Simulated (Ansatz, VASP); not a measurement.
## SiNi2: VASP beside Ansatz

```
Si Ni
1.0
     3.91075    0.00000    0.00000
    -1.95537    3.38681    0.00000
     0.00000    0.00000    4.99207
Si Ni
2 4
Direct
  0.33333 0.66667 0.75000
  0.66667 0.33333 0.25000
  0.00000 0.00000 0.00000
  0.00000 0.00000 0.50000
  0.33333 0.66667 0.25000
  0.66667 0.33333 0.75000
```

Alike in both runs: task relaxation of cell and atoms; functional PBE; k mesh 12 × 12 × 8; occupations gaussian, width 0.1 eV; no spin polarisation.

|  | VASP | Ansatz |
| --- | --- | --- |
| version | VASP 6.6.1 | Ansatz 0.2.0 |
| potentials or method | VASP PAW PBE potentials, release 64 (Si, Ni), cutoff 600 eV | scalar-relativistic, plane waves, PAW |
| valence electrons in the cell | 48 | 80 |

```csv
,VASP,Ansatz,Ansatz less VASP
"gap on the k mesh at the Fermi level, each at its own relaxed structure (eV)",none,none,-
relaxed volume (Å³/atom),11.03,11.03,-0.002
relaxed cell length with the largest relative difference (Å),4.990,4.991,+0.0015
```

A gap of «none» marks a metal or a gap that the smearing closes. VASP's potentials hold 48 valence electrons a cell and Ansatz's 80, so a difference there can come from the potentials and not from the codes.
